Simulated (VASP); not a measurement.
## MnO2: single point with PBEsol+U

MnO2:

```
Mn O
1.0
     1.42843    0.82471    4.58393
    -1.42843    0.82471    4.58393
     0.00000   -1.64941    4.58393
Mn O
1 2
Direct
  0.00000 0.00000 0.00000
  0.26436 0.26436 0.26436
  0.73564 0.73564 0.73564
```

* Program: VASP 6.6.1
* Task: single point
* Functional: PBEsol
* Potentials or basis: VASP PAW PBE potentials, release 64 (Mn_pv, O)
* Cutoff: 520 eV
* k mesh: 12 × 12 × 12
* Occupations: fermi-dirac, width 0.1 eV
* Spin: collinear spin, ferromagnetic start
* Starting moments: [4.0, 0.0, 0.0] μB
* Hubbard terms: Mn d U = 6.9 eV, J = 0.9 eV

The pressure is 5.6 GPa and the largest force is 0.274 eV/Å. The band gap on the k mesh is 1.95 eV (least direct gap 2.13 eV). The net moment is 3.00 μB per cell and the site moments are Mn +3.18; O -0.10 μB. The valence electrons inside the program's atomic spheres are Mn 11.73; O 5.00.

Forces on the atoms (eV/Å):
```
Mn   0.000  0.000  0.000
O    0.000  0.000 -0.274
O    0.000  0.000  0.274
```

Stress tensor (GPa, compression positive):
```
6.80 0.00 0.00
0.00 6.80 0.00
0.00 0.00 3.31
```

Levels at points of the mesh, in eV from the valence-band top:
Spin up:
```
           k point  band 10  band 11  band 12  band 13  band 14  band 15  band 16  band 17  band 18  band 19
(0.00, 0.00, 0.00)    -4.25    -1.40    -0.57    -0.57    -0.25     3.34     3.34     7.71    10.80    15.53
(0.50, 0.00, 0.00)    -3.85    -3.14    -2.09    -1.78    -1.40     2.40     3.14    12.56    13.74    14.00
(0.50, 0.50, 0.00)    -3.87    -3.03    -2.20    -1.87    -1.09     2.71     3.24    11.58    12.76    14.73
(0.50, 0.50, 0.50)    -4.24    -1.65    -0.77    -0.62    -0.62     3.37     3.37     9.93     9.94    14.04
```
Spin down:
```csv
k point,band 9,band 10,band 11,band 12,band 13,band 14
"(0.00, 0.00, 0.00)",-0.73,-0.73,-0.38,3.63,3.63,5.16
"(0.50, 0.00, 0.00)",-2.49,-2.15,-1.46,3.60,4.12,4.58
"(0.50, 0.50, 0.00)",-2.25,-1.90,-1.18,3.50,4.16,4.64
"(0.50, 0.50, 0.50)",-1.77,-0.79,-0.79,3.62,3.62,5.07
```

Eigenvalues of the final occupation matrices:
| site | spin | trace | eigenvalues |
| --- | --- | --- | --- |
| site 1 d | 1 | 4.01 | 0.55 0.55 0.97 0.97 0.97 |
| site 1 d | 2 | 0.89 | 0.07 0.07 0.07 0.34 0.34 |

It took 15 min on 1 thread of Oxide Virtual Turin-like Processor (shared host), peak memory 0.36 GiB.

Caveat: the cell stands under pressure; the PAW data sets were made with another functional, which shifts forces and pressure a little; a cell with one magnetic atom can't hold antiferromagnetic order, which such compounds often take. The state reached can hang on the start; a lower one may exist.
